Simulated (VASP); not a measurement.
# NaI in VASP: a series of runs

The runs below take NaI through single point, with PBEsol.

Program: VASP 6.6.1. These are calculated values, not measurements. Logs are shortened: lines on timing, memory, paths and dates and some standing lists are left out, and cuts for length are marked.

## 1. The cell of the first run

The structure is cubic, space group Fm-3m (No. 225). Conventional cell: a = 6.473 Å, b = 6.473 Å, c = 6.473 Å, α = 90.00°, β = 90.00°, γ = 90.00°. Na (site symmetry m-3m) has 6 I at 3.24 Å within 4.3 Å. Within 4.3 Å of I (site symmetry m-3m) lie 6 Na at 3.24 Å.

## 2. Single point, PBEsol

File INCAR:

```
PREC = Accurate
ENCUT = 520
EDIFF = 1E-6
ISMEAR = 0
SIGMA = 0.01
LREAL = False
LASPH = True
NELM = 100
ALGO = Normal
ISIF = 2
LWAVE = False
LCHARG = False
GGA = PS
NBANDS = 14
```

File KPOINTS:

```
regular mesh
0
Gamma
  4 4 4
```

File POSCAR:

```
NaI
1.0
    0.0000000000      3.2364000000      3.2364000000
    3.2364000000      0.0000000000      3.2364000000
    3.2364000000      3.2364000000      0.0000000000
Na I
1 1
Direct
    0.0000000000      0.0000000000      0.0000000000
    0.5000000000      0.5000000000      0.5000000000
```

Potentials or basis: VASP PAW PBE potentials, release 64 (Na_pv, I).

The run is started by

```bash
$ cat potpaw_PBE.64/Na_pv/POTCAR potpaw_PBE.64/I/POTCAR > POTCAR
$ mpirun -np 1 vasp_std > vasp.out
```

OUTCAR:

```text
PREC = Accurate
   ENCUT = 520
   EDIFF = 1E-6
   ISMEAR = 0
   LREAL = False
   LASPH = True
   NELM = 100
   ISIF = 2
   GGA = PS

 ion  position               nearest neighbor table
   1  0.000  0.000  0.000-
   2  0.500  0.500  0.500-

  LATTYP: Found a face centered cubic cell.
 ALAT       =     6.4728000000

  Lattice vectors:

 A1 = (   0.0000000000,   3.2364000000,   3.2364000000)
 A2 = (   3.2364000000,   0.0000000000,   3.2364000000)
 A3 = (   3.2364000000,   3.2364000000,   0.0000000000)

Analysis of symmetry for initial positions (statically):
=====================================================================
 Subroutine PRICEL returns:
 Original cell was already a primitive cell.

 Routine SETGRP: Setting up the symmetry group for a
 face centered cubic supercell.

 Subroutine GETGRP returns: Found 48 space group operations
 (whereof 48 operations were pure point group operations)
 out of a pool of 48 trial point group operations.

The static configuration has the point symmetry O_h .

Analysis of symmetry for dynamics (positions and initial velocities):
=====================================================================
 Subroutine PRICEL returns:
 Original cell was already a primitive cell.

 Routine SETGRP: Setting up the symmetry group for a
 face centered cubic supercell.

 Subroutine GETGRP returns: Found 48 space group operations
 (whereof 48 operations were pure point group operations)
 out of a pool of 48 trial point group operations.

The dynamic configuration has the point symmetry O_h .

 Subroutine INISYM returns: Found 48 space group operations
 (whereof 48 operations are pure point group operations),
 and found     1 'primitive' translations

----------------------------------------------------------------------------------------

                                     Primitive cell

  volume of cell :      67.7980

  direct lattice vectors                    reciprocal lattice vectors
     0.000000000  3.236400000  3.236400000    -0.154492646  0.154492646  0.154492646
     3.236400000  0.000000000  3.236400000     0.154492646 -0.154492646  0.154492646
     3.236400000  3.236400000  0.000000000     0.154492646  0.154492646 -0.154492646

  length of vectors
     4.576960773  4.576960773  4.576960773     0.267589113  0.267589113  0.267589113

  position of ions in fractional coordinates (direct lattice)
     0.000000000  0.000000000  0.000000000
     0.500000000  0.500000000  0.500000000

  ion indices of the primitive-cell ions
   primitive index   ion index
                 1           1
                 2           2

----------------------------------------------------------------------------------------

 KPOINTS: regular mesh

Automatic generation of k-mesh.
 Grid dimensions read from file:
 generate k-points for:    4    4    4

 Generating k-lattice:

  Cartesian coordinates                     Fractional coordinates (reciprocal lattice)
    -0.038623162  0.038623162  0.038623162     0.250000000  0.000000000  0.000000000
     0.038623162 -0.038623162  0.038623162     0.000000000  0.250000000  0.000000000
     0.038623162  0.038623162 -0.038623162     0.000000000  0.000000000  0.250000000

  Length of vectors
     0.066897278  0.066897278  0.066897278

  Shift w.r.t. Gamma in fractional coordinates (k-lattice)
     0.000000000  0.000000000  0.000000000

 Subroutine IBZKPT returns following result:
 ===========================================

 Found      8 irreducible k-points:

 Following reciprocal coordinates:
            Coordinates               Weight
  0.000000  0.000000  0.000000      1.000000
  0.250000  0.000000  0.000000      8.000000
  0.500000  0.000000  0.000000      4.000000
  0.250000  0.250000  0.000000      6.000000
  0.500000  0.250000  0.000000     24.000000
 -0.250000  0.250000  0.000000     12.000000
  0.500000  0.500000  0.000000      3.000000
 -0.250000  0.500000  0.250000      6.000000
   k-points           NKPTS =      8   k-points in BZ     NKDIM =      8   number of bands    NBANDS=     14
   number of dos      NEDOS =    301   number of ions     NIONS =      2
   total plane-waves  NPLWV =  46656
   dimension x,y,z NGX =    36 NGY =   36 NGZ =   36
   dimension x,y,z NGXF=    72 NGYF=   72 NGZF=   72
   ions per type =               1   1
   NGX,Y,Z   is equivalent  to a cutoff of  13.08, 13.08, 13.08 a.u.
   NGXF,Y,Z  is equivalent  to a cutoff of  26.15, 26.15, 26.15 a.u.
 SYSTEM =  unknown system
   PREC   = accura    normal or accurate (medium, high low for compatibility)
   ISTART =      0    job   : 0-new  1-cont  2-samecut
   ICHARG =      2    charge: 1-file 2-atom 10-const
   ISPIN  =      1    spin polarized calculation?
   LNONCOLLINEAR =      F non collinear calculations
   LSORBIT =      F    spin-orbit coupling
   LASPH  =      T    aspherical Exc in radial PAW
   ENCUT  =  520.0 eV  38.22 Ry    6.18 a.u.   8.51  8.51  8.51*2*pi/ulx,y,z
   NELM   =    100;   NELMIN=  2; NELMDL= -5     # of ELM steps
   EDIFF  = 0.1E-05   stopping-criterion for ELM
   LREAL  =      F    real-space projection
   EDIFFG = 0.1E-04   stopping-criterion for IOM
   NSW    =      0    number of steps for IOM
   IBRION =     -1    ionic relax: 0-MD 1-quasi-New 2-CG
   NFREE  =      0    steps in history (QN), initial steepest desc. (CG)
   ISIF   =      2    stress and relaxation
   ISYM   =      2    0-nonsym 1-usesym 2-fastsym
   POTIM  = 0.5000    time-step for ionic-motion
   TEBEG  =    0.0;   TEEND  =   0.0 temperature during run
   PSTRESS=    0.0 pullay stress
   NELECT =      14.0000    total number of electrons
   NUPDOWN=      -1.0000    fix difference up-down
   EMIN   =  10.00;   EMAX   =-10.00  energy-range for DOS
   EFERMI =   0.00;   METHOD = LEGACY
   ISMEAR =     0;   SIGMA  =   0.01  broadening in eV -4-tet -1-fermi 0-gaus
   EFERMI_NEDOS =   21; number of points for ismear=-14 and -15
   IALGO  =     38    algorithm
   IMIX   =      4    mixing-type and parameters
     AMIX     =   0.40;   BMIX     =  1.00
     AMIX_MAG =   1.60;   BMIX_MAG =  1.00
  volume/ion in A,a.u.               =      33.90       228.76
  Fermi-wavevector in a.u.,A,eV,Ry     =   0.967636  1.828567 12.739397  0.936319
  Thomas-Fermi vector in A             =   2.097538
   LORBIT       =      0    0 simple, 1 ext, 2 COOP (PROOUT), +10 PAW based schemes
   GGA     = PS    functional components
   LHFCALC =     F    Hartree Fock is set to
   AEXX    =    0.0000 exact exchange contribution
   IVDW    =     0    specifies the selected vdW correction
   LEPSILON=     F    determine dielectric tensor
   LRPA    =     F    only Hartree local field effects (RPA)
 non-spin polarized calculation
 Gauss-broadening in eV      SIGMA  =   0.01
  energy-cutoff  :      520.00
  volume of cell :       67.80
 maximum number of plane-waves:      1850
 NGX is ok and might be reduce to    36
   NGX = 17   NGY = 17   NGZ = 17

 number of electron      13.9999993 magnetization

 Free energy of the ion-electron system (eV)
  ---------------------------------------------------
  ext. energy  EPLUGINS =         0.00000000
  ---------------------------------------------------
  free energy    TOTEN  =        -5.66059502 eV

  energy without entropy =       -5.66059502  energy(sigma->0) =       -5.66059502

 E-fermi :   0.7885     XC(G=0):  -7.8425

 val. band max:        0.7228147182   @ k =   0.0000   0.0000   0.0000
 cond. band min:       4.2265100154   @ k =   0.0000   0.0000   0.0000
 fundamental gap:      3.5036952972
 Fermi energy:         0.7884776963

 k-point     1 :       0.0000    0.0000    0.0000
  band No.  band energies     occupation
      1     -21.5314      2.00000
      2     -21.5314      2.00000
      3     -21.5314      2.00000
      4     -10.3328      2.00000
      5       0.7228      2.00000
      6       0.7228      2.00000
      7       0.7228      2.00000
      8       4.2265      0.00000
      9       8.5657      0.00000
     10       8.5657      0.00000
     11       8.5657      0.00000
     12      10.4366      0.00000
     13      10.4366      0.00000
     14      10.9572      0.00000

 k-point     2 :       0.2500    0.0000    0.0000
  band No.  band energies     occupation
      1     -21.5342      2.00000
      2     -21.5316      2.00000
      3     -21.5316      2.00000
      4     -10.1808      2.00000
      5      -0.5962      2.00000
      6       0.5734      2.00000
      7       0.5734      2.00000
      8       5.5191      0.00000
      9       8.1193      0.00000
     10       8.6126      0.00000
     11       8.6126      0.00000
     12      10.1970      0.00000
     13      10.1970      0.00000
     14      11.0472      0.00000

 k-point     3 :       0.5000    0.0000    0.0000
  band No.  band energies     occupation
      1     -21.5369      2.00000
      2     -21.5317      2.00000
      3     -21.5317      2.00000
      4     -10.0162      2.00000
      5      -1.4953      2.00000
      6       0.4369      2.00000
      7       0.4369      2.00000
      8       5.6668      0.00000
      9       8.0928      0.00000
     10       8.0928      0.00000
     11       9.4167      0.00000
     12      10.8686      0.00000
     13      12.9783      0.00000
     14      12.9783      0.00000

 k-point     4 :       0.2500    0.2500    0.0000
  band No.  band energies     occupation
      1     -21.5337      2.00000
      2     -21.5322      2.00000
      3     -21.5322      2.00000
      4     -10.1364      2.00000
      5      -0.5274      2.00000
      6       0.3109      2.00000
      7       0.3109      2.00000
      8       5.9163      0.00000
      9       6.9465      0.00000
     10       8.2043      0.00000
     11       9.8456      0.00000
     12       9.8456      0.00000
     13      11.1251      0.00000
     14      13.6205      0.00000

 k-point     5 :       0.5000    0.2500    0.0000
  band No.  band energies     occupation
      1     -21.5356      2.00000
      2     -21.5331      2.00000
      3     -21.5324      2.00000
      4      -9.9785      2.00000
      5      -1.1242      2.00000
      6      -0.2210      2.00000
      7       0.1859      2.00000
      8       6.1176      0.00000
      9       7.3300      0.00000
     10       8.4472      0.00000
     11       9.3521      0.00000
     12      11.3344      0.00000
     13      13.0489      0.00000
     14      13.4682      0.00000

 k-point     6 :      -0.2500    0.2500    0.0000
  band No.  band energies     occupation
      1     -21.5352      2.00000
      2     -21.5333      2.00000
      3     -21.5317      2.00000
      4     -10.0264      2.00000
      5      -0.9879      2.00000
      6      -0.2644      2.00000
      7       0.4297      2.00000
      8       6.8046      0.00000
      9       7.5230      0.00000
     10       7.9811      0.00000
     11       8.8098      0.00000
     12      10.2020      0.00000
     13      12.4054      0.00000
     14      13.4505      0.00000

 k-point     7 :       0.5000    0.5000    0.0000
  band No.  band energies     occupation
      1     -21.5355      2.00000
      2     -21.5331      2.00000
      3     -21.5331      2.00000
      4      -9.9387      2.00000
      5      -1.2175      2.00000
      6      -0.0341      2.00000
      7      -0.0341      2.00000
      8       5.1586      0.00000
      9       6.1429      0.00000
     10      10.4372      0.00000
     11      11.9155      0.00000
     12      11.9155      0.00000
     13      12.2949      0.00000
     14      13.9425      0.00000

 k-point     8 :      -0.2500    0.5000    0.2500
  band No.  band energies     occupation
      1     -21.5343      2.00000
      2     -21.5343      2.00000
      3     -21.5333      2.00000
      4      -9.9301      2.00000
      5      -0.7128      2.00000
      6      -0.7128      2.00000
      7      -0.2251      2.00000
      8       6.5094      0.00000
      9       8.0808      0.00000
     10       8.0808      0.00000
     11       8.5372      0.00000
     12      12.5921      0.00000
     13      12.5921      0.00000
     14      13.3760      0.00000

------------------------ aborting loop because EDIFF is reached ----------------------------------------

  FORCE on cell =-STRESS in cart. coord.  units (eV):
  Direction    XX          YY          ZZ          XY          YZ          ZX
  --------------------------------------------------------------------------------------
  -------------------------------------------------------------------------------------
  Total       -0.1774049     -0.1774049     -0.1774049      0.0000000      0.0000000     -0.0000000
  in kB       -4.1923705     -4.1923705     -4.1923705      0.0000000      0.0000000     -0.0000000
  external PRESSURE =      -4.1923705 kB  Pullay stress =       0.0000000 kB

 VOLUME and BASIS-vectors are now :
 -----------------------------------------------------------------------------
  energy-cutoff  :      520.00
  volume of cell :       67.80
      direct lattice vectors                 reciprocal lattice vectors
     0.000000000  3.236400000  3.236400000    -0.154492646  0.154492646  0.154492646
     3.236400000  0.000000000  3.236400000     0.154492646 -0.154492646  0.154492646
     3.236400000  3.236400000  0.000000000     0.154492646  0.154492646 -0.154492646

 POSITION                                       TOTAL-FORCE (eV/Angst)
 -----------------------------------------------------------------------------------
      0.00000      0.00000      0.00000        -0.000000      0.000000     -0.000000
      3.23640      3.23640      3.23640         0.000000     -0.000000      0.000000
 -----------------------------------------------------------------------------------
    total drift:                                0.000000      0.000000      0.000000

  FREE ENERGIE OF THE ION-ELECTRON SYSTEM (eV)
  ---------------------------------------------------
  free  energy   TOTEN  =        -5.6605950194 eV

  energy  without entropy=       -5.6605950194  energy(sigma->0) =       -5.66059502
```

Run time: 3.9 s. Hardware: 1 thread of Intel Xeon 6975P-C (Granite Rapids), shared host; peak memory 0.2 GiB.

What came out:

- Free energy: -5.6606 eV
- Pressure: -0.4 GPa
- Band gap on the k mesh: 3.50 eV, direct

Caveat: the k points lie up to 0.42 Å⁻¹ apart; the PAW data sets were made with another functional, which shifts forces and pressure a little; spin-orbit coupling is left out, which moves the levels of the heavy elements.

(Part 1 of 2 ends here.)
